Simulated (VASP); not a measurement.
Write the native input for VASP 6.6.1 that does the following.

```
Task                   : single point
Functional             : PBE
Potentials or basis    : VASP PAW PBE potentials, release 64 (Ti_sv, O)
Cutoff                 : 520 eV
k mesh                 : 8 × 8 × 10
Occupations            : gaussian, width 0.05 eV
Spin                   : no spin polarisation
Dipole correction      : no
Further INCAR settings : ALGO = Normal; EDIFF = 1e-06; NBANDS = 33
```

The structure of TiO2 lies in POSCAR:

```
TiO2
1.0
    4.4978726633      0.0000000000      0.0000000000
    0.0000000000      4.4978726633      0.0000000000
    0.0000000000      0.0000000000      3.1584710294
Ti O
2 4
Direct
    0.0000000000      0.0000000000      0.0000000000
    0.5000000000      0.5000000000      0.5000000000
    0.3051105247      0.3051105247      0.0000000000
    0.1948894753      0.8051105247      0.5000000000
    0.6948894753      0.6948894753      0.0000000000
    0.8051105247      0.1948894753      0.5000000000
```

This cell differs from its parent crystal: ratio of the length along z to the lengths across it x 1.1, volume and fractional coordinates fixed.

One way to write it, as run:

INCAR

```
PREC     = Accurate       # precision mode
ENCUT    = 520            # plane-wave cutoff, eV
EDIFF    = 1E-6           # SCF threshold, eV
ISMEAR   = 0              # smearing method
SIGMA    = 0.05           # smearing width, eV
LREAL    = False          # projectors in reciprocal space
LASPH    = True           # aspherical terms in the spheres
NELM     = 60             # most SCF steps
ALGO     = Normal         # electronic algorithm
ISIF     = 2              # what is computed and relaxed
LWAVE    = False          # write WAVECAR
LCHARG   = True           # write CHGCAR
GGA      = PE             # functional
LELF     = True           # ELF
LVHAR    = True         
NBANDS   = 33             # bands
```

KPOINTS

```
regular mesh
0
Gamma
  8 8 10
```

Potentials or basis: VASP PAW PBE potentials, release 64 (Ti_sv, O).

The run is started by

```sh
$ cat potpaw_PBE.64/Ti_sv/POTCAR potpaw_PBE.64/O/POTCAR > POTCAR
$ mpirun -np 1 vasp_std > vasp.out
```

It gave:

- Pressure: -2.1 GPa
- Largest force: 0.025 eV/Å
- Band gap on the k mesh: 1.76 eV

Wall time 2.9 min on 1 thread of Intel Xeon 8259CL, with other jobs on the host, peak memory 0.27 GiB.
